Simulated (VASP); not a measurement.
## KF: single point with PBEsol

Crystal: KF.

```xyz
2
Lattice="-0.0267 2.6601 2.6601 2.6601 -0.0267 2.6601 2.6601 2.6601 -0.0267" Properties=species:S:1:pos:R:3 pbc="T T T"
K     0.0000    0.0000    0.0000
F     2.6468    2.6468    2.6468
```

This cell differs from its parent crystal: equal xy, yz and zx shear strains of -1 %.

```json
{"Program": "VASP 6.6.1", "Task": "single point", "Functional": "PBEsol", "Potentials or basis": "VASP PAW PBE potentials, release 64 (K_sv, F)", "Cutoff": "520 eV", "k mesh": "9 × 9 × 9", "Occupations": "fermi-dirac, width 0.01 eV", "Spin": "no spin polarisation", "Dipole correction": "no", "Further INCAR settings": "ALGO = Normal; EDIFF = 1e-06; NBANDS = 15"}
```

```yaml
Pressure: -0.7 GPa
Band_gap_on_the_k_mesh: 6.01 eV
```

Stress tensor (GPa, compression positive):
```
-0.68  0.13  0.13
 0.13 -0.68  0.13
 0.13  0.13 -0.68
```

Levels at points of the mesh, in eV from the valence-band top:
| k point | band 5 | band 6 | band 7 | band 8 | band 9 | band 10 | band 11 | band 12 |
| --- | --- | --- | --- | --- | --- | --- | --- | --- |
| (0.00, 0.00, 0.00) | -9.29 | -0.01 | -0.01 | 0.00 | 6.01 | 10.57 | 10.57 | 10.72 |

It took 61 s on 1 thread of Intel Xeon 8259CL, on a shared host, peak memory 0.19 GiB.

Caveat: the cell differs from its parent crystal (equal xy, yz and zx shear strains of -1 %); the PAW data sets were made with another functional, which shifts forces and pressure a little; an odd mesh through Γ misses points on the zone boundary, where band edges can lie.
